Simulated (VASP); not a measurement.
# Mo (Fd-3m) in VASP: further runs

Mo is run at these levels: PBE; tasks: relaxation of cell and atoms.

Everything below comes from runs of VASP 6.6.1. Logs are shortened: lines on timing, memory, paths and dates and some standing lists are left out, and cuts for length are marked.

## Step 1: The cell of the first run

The structure is cubic, space group Fd-3m (No. 227). Conventional cell: a = 4.846 Å, b = 4.846 Å, c = 4.846 Å, α = 90.00°, β = 90.00°, γ = 90.00°. Mo (site symmetry -43m) has 4 Mo at 2.10 Å within 2.8 Å.

This isn't the form of Mo at room conditions, which is bcc.

## Step 2: Relaxation of cell and atoms, PBE, target pressure 100 GPa, at which the enthalpy is minimised

INCAR

```
ALGO = Normal ; EDIFF = 1E-7
EDIFFG = -0.005 ; ENCUT = 500
GGA = PE ; GGA_COMPAT = F
IBRION = 2 ; ISIF = 3
ISMEAR = -1 ; LASPH = T
LCHARG = F ; LREAL = F
LWAVE = F ; NELM = 120
NELMIN = 4 ; NSW = 60
PREC = Accurate ; PSTRESS = 1000.0
SIGMA = 0.08
```

KPOINTS

```
k-points
0
Gamma
  13 13 13
```

POSCAR

```
Mo
1.0
    0.0000000000      2.4228343997      2.4228343997
    2.4228343997      0.0000000000      2.4228343997
    2.4228343997      2.4228343997      0.0000000000
Mo
2
Direct
   -0.1250000000     -0.1250000000     -0.1250000000
    0.1250000000      0.1250000000      0.1250000000
```

Potentials or basis: VASP PAW PBE potentials, release 64 (Mo_sv).

The run is started by

```console
> cat potpaw_PBE.64/Mo_sv/POTCAR > POTCAR
> mpirun -np 1 vasp_std > vasp.out
```

OUTCAR:

```text
EDIFF = 1E-7
   EDIFFG = -0.005
   ENCUT = 500
   GGA = PE
   IBRION = 2
   ISIF = 3
   ISMEAR = -1
   LASPH = T
   LREAL = F
   NELM = 120
   NELMIN = 4
   NSW = 60
   PREC = Accurate
   PSTRESS = 1000.0

 ion  position               nearest neighbor table
   1  0.875  0.875  0.875-   2 2.10   2 2.10   2 2.10   2 2.10
   2  0.125  0.125  0.125-   1 2.10   1 2.10   1 2.10   1 2.10

  LATTYP: Found a face centered cubic cell.
 ALAT       =     4.8456687994

  Lattice vectors:

 A1 = (   0.0000000000,   2.4228343997,   2.4228343997)
 A2 = (   2.4228343997,   0.0000000000,   2.4228343997)
 A3 = (   2.4228343997,   2.4228343997,   0.0000000000)

Analysis of symmetry for initial positions (statically):
=====================================================================
 Subroutine PRICEL returns:
 Original cell was already a primitive cell.

 Routine SETGRP: Setting up the symmetry group for a
 face centered cubic supercell.

 Subroutine GETGRP returns: Found 48 space group operations
 (whereof 12 operations were pure point group operations)
 out of a pool of 48 trial point group operations.

The static configuration has the point symmetry D_3d.
 The point group associated with its full space group is O_h .

Analysis of symmetry for dynamics (positions and initial velocities):
=====================================================================
 Subroutine PRICEL returns:
 Original cell was already a primitive cell.

 Routine SETGRP: Setting up the symmetry group for a
 face centered cubic supercell.

 Subroutine GETGRP returns: Found 48 space group operations
 (whereof 12 operations were pure point group operations)
 out of a pool of 48 trial point group operations.

The dynamic configuration has the point symmetry D_3d.
 The point group associated with its full space group is O_h .

 Subroutine INISYM returns: Found 48 space group operations
 (whereof 12 operations are pure point group operations),
 and found     1 'primitive' translations

----------------------------------------------------------------------------------------

                                     Primitive cell

  volume of cell :      28.4447

  direct lattice vectors                    reciprocal lattice vectors
     0.000000000  2.422834400  2.422834400    -0.206369862  0.206369862  0.206369862
     2.422834400  0.000000000  2.422834400     0.206369862 -0.206369862  0.206369862
     2.422834400  2.422834400  0.000000000     0.206369862  0.206369862 -0.206369862
[... 97 lines left out ...]
   EMIN   =  10.00;   EMAX   =-10.00  energy-range for DOS
   EFERMI =   0.00;   METHOD = LEGACY
   ISMEAR =    -1;   SIGMA  =   0.08  broadening in eV -4-tet -1-fermi 0-gaus
   EFERMI_NEDOS =   21; number of points for ismear=-14 and -15
   IALGO  =     38    algorithm
   IMIX   =      4    mixing-type and parameters
     AMIX     =   0.40;   BMIX     =  1.00
     AMIX_MAG =   1.60;   BMIX_MAG =  1.00
  volume/ion in A,a.u.               =      14.22        95.98
  Fermi-wavevector in a.u.,A,eV,Ry     =   1.628523  3.077461 36.083817  2.652086
  Thomas-Fermi vector in A             =   2.721139
   LORBIT       =      0    0 simple, 1 ext, 2 COOP (PROOUT), +10 PAW based schemes
   GGA     = PE    functional components
   LHFCALC =     F    Hartree Fock is set to
   AEXX    =    0.0000 exact exchange contribution
   IVDW    =     0    specifies the selected vdW correction
   LEPSILON=     F    determine dielectric tensor
   LRPA    =     F    only Hartree local field effects (RPA)
 conjugate gradient relaxation of ions
 non-spin polarized calculation
  energy-cutoff  :      500.00
  volume of cell :       28.44
 maximum number of plane-waves:       737
 NGX is ok and might be reduce to    28
   NGX = 13   NGY = 13   NGZ = 13

--------------------------------------- Ionic step        1  -------------------------------------------

 number of electron      27.9999998 magnetization

 Free energy of the ion-electron system (eV)
  ---------------------------------------------------
  ext. energy  EPLUGINS =         0.00000000
  ---------------------------------------------------
  free energy    TOTEN  =       -12.25003157 eV

  energy without entropy =      -12.22059848  energy(sigma->0) =      -12.23531502

------------------------ aborting loop because EDIFF is reached ----------------------------------------

  FORCE on cell =-STRESS in cart. coord.  units (eV):
  Direction    XX          YY          ZZ          XY          YZ          ZX
  --------------------------------------------------------------------------------------
  -------------------------------------------------------------------------------------
  Total       25.5566305     25.5566305     25.5566305      0.0000000     -0.0000000      0.0000000
  in kB     1439.5043653   1439.5043653   1439.5043653      0.0000000     -0.0000000      0.0000000
  external PRESSURE =     439.5043653 kB  Pullay stress =    1000.0000000 kB
[... 25 lines left out ...]
--------------------------------------- Ionic step        2  -------------------------------------------

 number of electron      28.0000008 magnetization

 E-fermi :   6.4704     XC(G=0): -10.6732

 val. band max:        6.4666290568   @ k =  -0.3846   0.4615   0.0769
 cond. band min:       6.4722287958   @ k =   0.3077   0.0000   0.0000
 fundamental gap:      0.0055997390
 Fermi energy:         6.4704244054

 k-point     1 :       0.0000    0.0000    0.0000
  band No.  band energies     occupation
      1     -53.9356      2.00000
      2     -53.3364      2.00000
      3     -28.3166      2.00000
      4     -28.3166      2.00000
      5     -28.3166      2.00000
      6     -27.3102      2.00000
[... 566 lines left out ...]
  energy  without entropy=      -14.4293372330  energy(sigma->0) =      -14.44871485

  enthalpy is  TOTEN    =         5.2146308964 eV   P V=       19.6827233613

[... ionic steps 4 to 14 ...]

--------------------------------------- Ionic step       15  -------------------------------------------

 number of electron      28.0000004 magnetization

------------------------ aborting loop because EDIFF is reached ----------------------------------------
[... 71 lines left out ...]
--------------------------------------- Ionic step       17  -------------------------------------------

 number of electron      28.0000004 magnetization

 Free energy of the ion-electron system (eV)
  ---------------------------------------------------
  ext. energy  EPLUGINS =         0.00000000
  ---------------------------------------------------
  free energy    TOTEN  =       -14.06394366 eV

  energy without entropy =      -14.02826042  energy(sigma->0) =      -14.04610204

 E-fermi :  12.4520     XC(G=0): -12.9569

 val. band max:       12.4335208639   @ k =   0.3077   0.1538   0.0769
 cond. band min:      12.4599402821   @ k =   0.3846   0.1538   0.0000
 fundamental gap:      0.0264194182
 Fermi energy:        12.4519765337

 k-point     1 :       0.0000    0.0000    0.0000
  band No.  band energies     occupation
      1     -49.1892      2.00000
      2     -46.7747      2.00000
      3     -23.8135      2.00000
      4     -23.8135      2.00000
      5     -23.8135      2.00000
      6     -21.0568      2.00000
[... 528 lines left out ...]
  energy  without entropy=      -14.0282604231  energy(sigma->0) =      -14.04610204

  enthalpy is  TOTEN    =         5.1933118759 eV   P V=       19.2572555318

 reached required accuracy - stopping structural energy minimisation
```

OSZICAR:

```text
N       E                     dE             d eps       ncg     rms          rms(c)
DAV:   1     0.314300634665E+03    0.31430E+03   -0.18339E+04  3040   0.162E+03
DAV:   2    -0.419987047935E+01   -0.31850E+03   -0.31332E+03  3334   0.503E+02
DAV:   3    -0.123464739352E+02   -0.81466E+01   -0.78736E+01  3664   0.765E+01
DAV:   4    -0.124395260903E+02   -0.93052E-01   -0.92804E-01  3320   0.684E+00
[... 129 lines left out ...]
DAV:   1    -0.140639506076E+02   -0.26587E-02   -0.17641E-04  3040   0.157E-01    0.458E-02
DAV:   2    -0.140639448032E+02    0.58044E-05   -0.17386E-05  3034   0.412E-02    0.855E-03
DAV:   3    -0.140639442268E+02    0.57642E-06   -0.22799E-06  3410   0.144E-02    0.350E-03
DAV:   4    -0.140639436699E+02    0.55691E-06   -0.13517E-07  2244   0.242E-03    0.287E-04
DAV:   5    -0.140639436559E+02    0.14023E-07   -0.57192E-09  1524   0.831E-04
  17 F= 0.51933119E+01 E0= 0.52111535E+01  d E =-.740382E-04
```

Wall time 3.2 min (1 thread of Intel Xeon 6975P-C (Granite Rapids), shared host); peak memory 0.18 GiB.

Results:

```yaml
Free_energy: -14.0639 eV
Relaxed_volume: 15.43 Å³/atom
Relaxed_cell: a = 3.521 Å, b = 3.521 Å, c = 3.521 Å, α = 60.00°, β = 60.00°, γ = 60.00°
Space_group_after_relaxing_to_0.1_Å: Fd-3m (No. 227)
Energy_change_on_relaxing_the_run_minimises_the_enthalpy: -907.0 meV/atom
Ionic_steps: 17
Pressure_after_relaxing: 100.0 GPa
Band_gap_on_the_k_mesh: zero (bands 14 and 15 overlap by 0.93 eV)
```

Step by step:
```csv
step,energy change (eV),largest force (eV/Å),pressure (GPa),volume (Å³)
1,0.0000,0.0000,143.95,28.44
2,-5.1043,0.0000,-4.26,47.72
3,-2.2181,0.0000,90.19,31.54
4,-1.8460,0.0000,99.19,30.91
5,-1.8125,0.0000,99.93,30.85
6,-1.7816,0.0000,100.68,30.80
7,-1.7841,0.0000,100.70,30.81
8,-1.7877,0.0000,100.61,30.81
9,-1.7878,0.0000,100.60,30.81
10,-1.7880,0.0000,100.60,30.81
11,-1.7883,0.0000,100.59,30.81
12,-1.7891,0.0000,100.57,30.81
13,-1.7906,0.0000,100.54,30.82
14,-1.7935,0.0000,100.47,30.82
15,-1.7994,0.0000,100.33,30.83
16,-1.8113,0.0000,100.06,30.85
17,-1.8139,0.0000,99.98,30.85
```

Final structure:
```yaml
crystal:
  lattice:
    - [0.00000, 2.48938, 2.48938]
    - [2.48938, 0.00000, 2.48938]
    - [2.48938, 2.48938, 0.00000]
  atoms:
    - { symbol: Mo, position: [0.87500, 0.87500, 0.87500] }
    - { symbol: Mo, position: [0.12500, 0.12500, 0.12500] }
```

Levels at points of the mesh, in eV from the Fermi level:
| k point | band 12 | band 13 | band 14 | band 15 | band 16 | band 17 |
| --- | --- | --- | --- | --- | --- | --- |
| (0.00, 0.00, 0.00) | -2.15 | -2.15 | -2.15 | 1.89 | 1.89 | 1.89 |

Caveat: the cell is relaxed towards a set pressure, so the run minimises the enthalpy, not the energy.

## Step 3: Relaxation of cell and atoms, PBE, target pressure 100 GPa, at which the enthalpy is minimised

This run uses another cell than the first one, of 15.31 Å³/atom.

INCAR

```
PREC     = Accurate       # precision mode
ENCUT    = 500            # plane-wave cutoff, eV
EDIFF    = 1E-7           # SCF threshold, eV
ISMEAR   = -1             # smearing method
SIGMA    = 0.08           # smearing width, eV
LREAL    = F              # projectors in reciprocal space
LASPH    = T              # aspherical terms in the spheres
NELM     = 120            # most SCF steps
ALGO     = Normal         # electronic algorithm
ISIF     = 3              # what is computed and relaxed
LWAVE    = F              # write WAVECAR
LCHARG   = F              # write CHGCAR
GGA      = PE             # functional
IBRION   = 2              # ionic algorithm
NSW      = 32             # ionic steps
EDIFFG   = -0.005         # ionic threshold
PSTRESS  = 1000.0       
GGA_COMPAT= F            
NELMIN   = 4
```

KPOINTS

```
Automatic mesh
0
Gamma
  13 13 13
```

POSCAR

```
Mo
1.0
    0.0000000000      2.4833104874      2.4833104874
    2.4833104874      0.0000000000      2.4833104874
    2.4833104874      2.4833104874      0.0000000000
Mo
2
Direct
   -0.1250000000     -0.1250000000     -0.1250000000
    0.1250000000      0.1250000000      0.1250000000
```

Potentials or basis: VASP PAW PBE potentials, release 64 (Mo_sv).

The run is started by

```console
> cat potpaw_PBE.64/Mo_sv/POTCAR > POTCAR
> mpirun -np 1 vasp_std > vasp.out
```

It took 76 s on 1 thread of Intel Xeon 6975P-C (Granite Rapids), shared host; peak memory 0.18 GiB.

Results (log left out):

```yaml
Free_energy: -14.0656 eV
Relaxed_volume: 15.43 Å³/atom
Relaxed_cell: a = 3.521 Å, b = 3.521 Å, c = 3.521 Å, α = 60.00°, β = 60.00°, γ = 60.00°
Space_group_after_relaxing_to_0.1_Å: Fd-3m (No. 227)
Energy_change_on_relaxing_the_run_minimises_the_enthalpy: -71.7 meV/atom
Ionic_steps: 4
Pressure_after_relaxing: 100.0 GPa
Band_gap_on_the_k_mesh: zero (bands 14 and 15 overlap by 0.93 eV)
```

The path:
| step | energy change (eV) | largest force (eV/Å) | pressure (GPa) | volume (Å³) |
| --- | --- | --- | --- | --- |
| 1 | 0.0000 | 0.0000 | 103.47 | 30.63 |
| 2 | -0.8636 | 0.0000 | 82.65 | 32.12 |
| 3 | -0.1463 | 0.0000 | 99.93 | 30.86 |
| 4 | -0.1434 | 0.0000 | 99.99 | 30.85 |

Final structure:
```cif
data_structure
_symmetry_space_group_name_H-M 'P 1'
_symmetry_Int_Tables_number 1
_cell_length_a 3.5205
_cell_length_b 3.5205
_cell_length_c 3.5205
_cell_angle_alpha 60.000
_cell_angle_beta 60.000
_cell_angle_gamma 60.000
_cell_volume 30.85
loop_
_atom_site_label
_atom_site_type_symbol
_atom_site_fract_x
_atom_site_fract_y
_atom_site_fract_z
_atom_site_occupancy
Mo1 Mo 0.87500 0.87500 0.87500 1
Mo2 Mo 0.12500 0.12500 0.12500 1
```

Levels at points of the mesh, in eV from the Fermi level:
```
           k point  band 11  band 12  band 13  band 14  band 15  band 16  band 17  band 18
(0.00, 0.00, 0.00)    -4.44    -2.15    -2.15    -2.15     1.89     1.89     1.89     6.61
```

Caveat: the cell is relaxed towards a set pressure, so the run minimises the enthalpy, not the energy.
